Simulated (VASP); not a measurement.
# TiAl3 (Pmm2) in VASP: further runs, part 2 of 2

VASP 6.6.1. Earlier steps stand in the parts before.

### 3 Single point, PBEsol

File INCAR:

```
PREC = Accurate
ENCUT = 500
EDIFF = 1E-6
ISMEAR = 0
SIGMA = 0.1
LREAL = F
LASPH = T
NELM = 120
ALGO = Normal
ISIF = 2
LWAVE = F
LCHARG = T
GGA = PS
LELF = T
LVHAR = T
NBANDS = 18
GGA_COMPAT = F
```

File KPOINTS:

```
Automatic mesh
0
Gamma
  14 8 8
  0.5 0.5 0.5
```

File POSCAR:

```
TiAl3
1.0
    2.8396770000      0.0000000000      0.0000000000
    0.0000000000      4.6812640000      0.0000000000
    0.0000000000      0.0000000000      4.9007420000
Ti Al
1 3
Direct
    0.0000000000      0.5000000000      0.1659160000
    0.5000000000      0.5000000000      0.6672710000
    0.5000000000      0.0000000000      0.3309120000
    0.0000000000      0.0000000000      0.8359000000
```

Potentials or basis: VASP PAW PBE potentials, release 64 (Ti_sv, Al).

The run is started by

```
$ cat potpaw_PBE.64/Ti_sv/POTCAR potpaw_PBE.64/Al/POTCAR > POTCAR
$ mpirun -np 1 vasp_std > vasp.out
```

It took 38 s on 1 thread of Intel Xeon 6975P-C (Granite Rapids), shared host; peak memory 0.25 GiB.

The run converged. Its results:

- Free energy: -21.5792 eV
- Pressure: -2.4 GPa
- Largest force: 0.045 eV/Å
- Band gap on the k mesh: zero (an odd number of electrons rules out a gap without spin polarisation)

Forces in eV/Å, atoms in the order of the input:
```
Ti   0.000  0.000 -0.043
Al   0.000  0.000 -0.003
Al   0.000  0.000  0.001
Al   0.000  0.000  0.045
```

Stress tensor (GPa, compression positive):
```
-3.63  0.00  0.00
 0.00 -1.74  0.00
 0.00  0.00 -1.73
```

Levels at points of the mesh, in eV from the Fermi level:
```csv
k point,band 7,band 8,band 9,band 10,band 11,band 12,band 13,band 14,band 15,band 16
"(0.04, 0.06, 0.06)",-3.99,-3.36,-2.17,-0.81,-0.36,2.20,2.25,2.60,2.78,3.42
```

Caveat: the PAW data sets were made with another functional, which shifts forces and pressure a little.

### 4 Single point, PBEsol

File INCAR:

```
PREC = Accurate
ENCUT = 500
EDIFF = 1E-6
ISMEAR = 1
SIGMA = 0.01
LREAL = False
LASPH = True
NELM = 120
ALGO = Normal
ISIF = 2
LWAVE = False
LCHARG = False
GGA = PS
NBANDS = 18
GGA_COMPAT = False
```

File KPOINTS:

```
regular mesh
0
Gamma
  14 10 10
```

POSCAR is that of step 3.

The run is started by

```
$ cat potpaw_PBE.64/Ti_sv/POTCAR potpaw_PBE.64/Al/POTCAR > POTCAR
$ mpirun -np 1 vasp_std > vasp.out
```

Run time: 89 s. Hardware: 1 thread of Intel Xeon 6975P-C (Granite Rapids), shared host; peak memory 0.41 GiB.

Results (log left out):

- Free energy: -21.5764 eV
- Pressure: -2.4 GPa
- Largest force: 0.059 eV/Å
- Band gap on the k mesh: zero (an odd number of electrons rules out a gap without spin polarisation)

Forces in eV/Å, atoms in the order of the input:
```
Ti   0.000  0.000 -0.048
Al   0.000  0.000  0.000
Al   0.000  0.000 -0.010
Al   0.000  0.000  0.059
```

Stress tensor (GPa, compression positive):
```
-3.91  0.00  0.00
 0.00 -1.61  0.00
 0.00  0.00 -1.66
```

Levels at points of the mesh, in eV from the Fermi level:
| k point | band 8 | band 9 | band 10 | band 11 | band 12 | band 13 | band 14 | band 15 |
| --- | --- | --- | --- | --- | --- | --- | --- | --- |
| (0.00, 0.00, 0.00) | -3.47 | -2.63 | -0.77 | -0.37 | 2.34 | 2.40 | 2.72 | 2.80 |
| (0.50, 0.00, 0.00) | -1.93 | -1.73 | 0.38 | 0.60 | 0.75 | 1.38 | 1.54 | 2.24 |
| (0.00, 0.50, 0.00) | -3.09 | -1.99 | -1.47 | -0.13 | 2.25 | 2.35 | 2.67 | 3.10 |
| (0.50, 0.50, 0.00) | -3.30 | -1.66 | -0.47 | -0.30 | 0.78 | 1.15 | 1.34 | 3.40 |
| (0.00, 0.00, 0.50) | -2.22 | -2.09 | -1.04 | -0.27 | 2.23 | 2.27 | 2.42 | 3.24 |
| (0.50, 0.00, 0.50) | -3.44 | -1.30 | -0.18 | -0.11 | 0.58 | 1.21 | 1.96 | 3.27 |
| (0.00, 0.50, 0.50) | -4.78 | -0.15 | -0.02 | 0.76 | 2.26 | 2.27 | 3.72 | 4.99 |
| (0.50, 0.50, 0.50) | -3.25 | -2.76 | -2.74 | -0.77 | -0.20 | 1.04 | 2.07 | 2.35 |

Caveat: the PAW data sets were made with another functional, which shifts forces and pressure a little.

### 5 Single point, PBEsol

File INCAR:

```
PREC     = Accurate       # precision mode
ENCUT    = 500            # plane-wave cutoff, eV
EDIFF    = 1E-6           # SCF threshold, eV
ISMEAR   = 1              # smearing method
SIGMA    = 0.1            # smearing width, eV
LREAL    = False          # projectors in reciprocal space
LASPH    = True           # aspherical terms in the spheres
NELM     = 120            # most SCF steps
ALGO     = Normal         # electronic algorithm
ISIF     = 2              # what is computed and relaxed
LWAVE    = False          # write WAVECAR
LCHARG   = False          # write CHGCAR
GGA      = PS             # functional
NBANDS   = 18             # bands
GGA_COMPAT= False
```

KPOINTS is that of step 4.

POSCAR is that of step 4.

Potentials or basis: VASP PAW PBE potentials, release 64 (Ti_sv, Al).

The run is started by

```
$ cat potpaw_PBE.64/Ti_sv/POTCAR potpaw_PBE.64/Al/POTCAR > POTCAR
$ mpirun -np 1 vasp_std > vasp.out
```

OUTCAR:

```text
PREC = Accurate
   ENCUT = 500
   EDIFF = 1E-6
   ISMEAR = 1
   LREAL = False
   LASPH = True
   NELM = 120
   ISIF = 2
   GGA = PS

 ion  position               nearest neighbor table
   1  0.000  0.500  0.166-   2 2.83   2 2.83   2 2.84   2 2.84   4 2.85   4 2.85   3 2.85   3 2.85
                             3 2.85   3 2.85
   2  0.500  0.500  0.667-   1 2.83   1 2.83   1 2.84   1 2.84   4 2.86   4 2.86   4 2.86   4 2.86
                             3 2.86   3 2.86
   3  0.500  0.000  0.331-   4 2.81   4 2.81   4 2.85   4 2.85   1 2.85   1 2.85   1 2.85   1 2.85
                             2 2.86   2 2.86
   4  0.000  0.000  0.836-   3 2.81   3 2.81   1 2.85   1 2.85   3 2.85   3 2.85   2 2.86   2 2.86
                             2 2.86   2 2.86

  LATTYP: Found a simple orthorhombic cell.
 ALAT       =     2.8396770000
 B/A-ratio  =     1.6485198845
 C/A-ratio  =     1.7258096607

  Lattice vectors:

 A1 = (   2.8396770000,   0.0000000000,   0.0000000000)
 A2 = (   0.0000000000,   4.6812640000,   0.0000000000)
 A3 = (   0.0000000000,   0.0000000000,   4.9007420000)

Analysis of symmetry for initial positions (statically):
[... 181 lines left out ...]
 cond. band min:       7.9804886369   @ k =   0.3571   0.5000   0.2000
 fundamental gap:      0.0129324061
 Fermi energy:         7.9725844301

 k-point     1 :       0.0000    0.0000    0.0000
  band No.  band energies     occupation
      1     -48.3004      2.00000
      2     -24.7315      2.00000
      3     -24.7222      2.00000
      4     -24.3594      2.00000
      5      -2.1338      2.00000
      6       2.9237      2.00000
[... 481 lines left out ...]
      5       2.4854      2.00000
      6       2.6487      2.00000
[... 10 lines left out ...]
     17      11.9705      0.00000
     18      12.3381      0.00000

 [... further k-points ...]

------------------------ aborting loop because EDIFF is reached ----------------------------------------

  FORCE on cell =-STRESS in cart. coord.  units (eV):
  Direction    XX          YY          ZZ          XY          YZ          ZX
  --------------------------------------------------------------------------------------
  -------------------------------------------------------------------------------------
  Total       -1.5619280     -0.6798715     -0.6810962      0.0000000      0.0000000      0.0000000
  in kB      -38.4129508    -16.7202793    -16.7503971      0.0000000      0.0000000      0.0000000
  external PRESSURE =     -23.9612091 kB  Pullay stress =       0.0000000 kB

 VOLUME and BASIS-vectors are now :
 -----------------------------------------------------------------------------
  energy-cutoff  :      500.00
  volume of cell :       65.15
      direct lattice vectors                 reciprocal lattice vectors
     2.839677000  0.000000000  0.000000000     0.352152727  0.000000000  0.000000000
     0.000000000  4.681264000  0.000000000     0.000000000  0.213617519  0.000000000
     0.000000000  0.000000000  4.900742000     0.000000000  0.000000000  0.204050734

 POSITION                                       TOTAL-FORCE (eV/Angst)
 -----------------------------------------------------------------------------------
      0.00000      2.34063      0.81311         0.000000      0.000000     -0.046476
      1.41984      2.34063      3.27012         0.000000      0.000000     -0.000398
      1.41984      0.00000      1.62171         0.000000      0.000000     -0.002867
      0.00000      0.00000      4.09653         0.000000      0.000000      0.049741
 -----------------------------------------------------------------------------------
    total drift:                                0.000000      0.000000      0.000244

  FREE ENERGIE OF THE ION-ELECTRON SYSTEM (eV)
  ---------------------------------------------------
  free  energy   TOTEN  =       -21.5759360016 eV

  energy  without entropy=      -21.5761792274  energy(sigma->0) =      -21.57601708
```

stdout:

```text
POSCAR found type information on POSCAR TiAl
 POSCAR found :  2 types and       4 ions
 scaLAPACK will be used
 -----------------------------------------------------------------------------
|                                                                             |
|                                                                             |
|     You enforced a specific xc type in the INCAR file but a different       |
|     I HOPE YOU KNOW WHAT YOU ARE DOING!                                     |
|                                                                             |
 -----------------------------------------------------------------------------

 LDA part: xc-table for (Slater+PW92), standard interpolation
 POSCAR, INCAR and KPOINTS ok, starting setup
 FFT: planning ... GRIDC
 FFT: planning ... GRID_SOFT
 FFT: planning ... GRID
 WAVECAR not read
 entering main loop
```

It took 1.7 min on 1 thread of Intel Xeon 6975P-C (Granite Rapids), shared host; peak memory 0.41 GiB.

What came out:

* Free energy: -21.5759 eV
* Pressure: -2.4 GPa
* Largest force: 0.050 eV/Å
* Band gap on the k mesh: zero (an odd number of electrons rules out a gap without spin polarisation)

Forces on the atoms (eV/Å):
```
Ti   0.000  0.000 -0.046
Al   0.000  0.000  0.000
Al   0.000  0.000 -0.003
Al   0.000  0.000  0.050
```

Stress tensor (GPa, compression positive):
```
-3.84  0.00  0.00
 0.00 -1.67  0.00
 0.00  0.00 -1.68
```

Caveat: the PAW data sets were made with another functional, which shifts forces and pressure a little.

### 6 Overview

```csv
k mesh,smearing,gap on the mesh (eV),pressure (GPa),largest force (eV/Å)
"12 × 8 × 8, shifted",gaussian 0.1 eV,none,-2.4,0.04
"14 × 8 × 8, shifted",gaussian 0.1 eV,none,-2.4,0.05
14 × 10 × 10,methfessel-paxton 0.01 eV,none,-2.4,0.06
14 × 10 × 10,methfessel-paxton 0.1 eV,none,-2.4,0.05
```

Alike in all rows: task single point; level PBEsol; potentials or basis VASP PAW PBE potentials, release 64 (Ti_sv, Al); no spin polarisation; cell as given; cutoff (eV) 500.

Caveats: the PAW data sets were made with another functional, which shifts forces and pressure a little.

Total energies depend on the potentials used, so only differences within one code and one set of settings carry meaning.
